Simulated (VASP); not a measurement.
Here is a VASP 6.6.1 calculation.

The input INCAR:

```
PREC     = Accurate       # precision mode
ENCUT    = 520            # plane-wave cutoff, eV
EDIFF    = 1E-6           # SCF threshold, eV
ISMEAR   = 0              # smearing method
SIGMA    = 0.15           # smearing width, eV
LREAL    = F              # projectors in reciprocal space
LASPH    = T              # aspherical terms in the spheres
NELM     = 60             # most SCF steps
ALGO     = Fast           # electronic algorithm
ISIF     = 2              # what is computed and relaxed
LWAVE    = F              # write WAVECAR
LCHARG   = F              # write CHGCAR
GGA      = PE             # functional
NBANDS   = 12             # bands
```

Contents of KPOINTS:

```
regular mesh
0
Gamma
  20 20 20
```

POSCAR

```
In
1.0
   -1.6017577500      1.6017577500      2.4368407500
    1.6017577500     -1.6017577500      2.4368407500
    1.6017577500      1.6017577500     -2.4368407500
In
1
Direct
    0.0000000000      0.0000000000      0.0000000000
```

Potentials or basis: VASP PAW PBE potentials, release 64 (In_d).

Run with:

```sh
$ cat potpaw_PBE.64/In_d/POTCAR > POTCAR
$ mpirun -np 1 vasp_std > vasp.out
```

Q: Estimate the pressure.

A: 4.3 GPa.

Stress tensor (GPa, compression positive):
```
4.41 0.00 0.00
0.00 4.41 0.00
0.00 0.00 4.10
```

Caveat: the cell differs from its parent crystal (strain -0.015 along x and y, -0.015 along z).
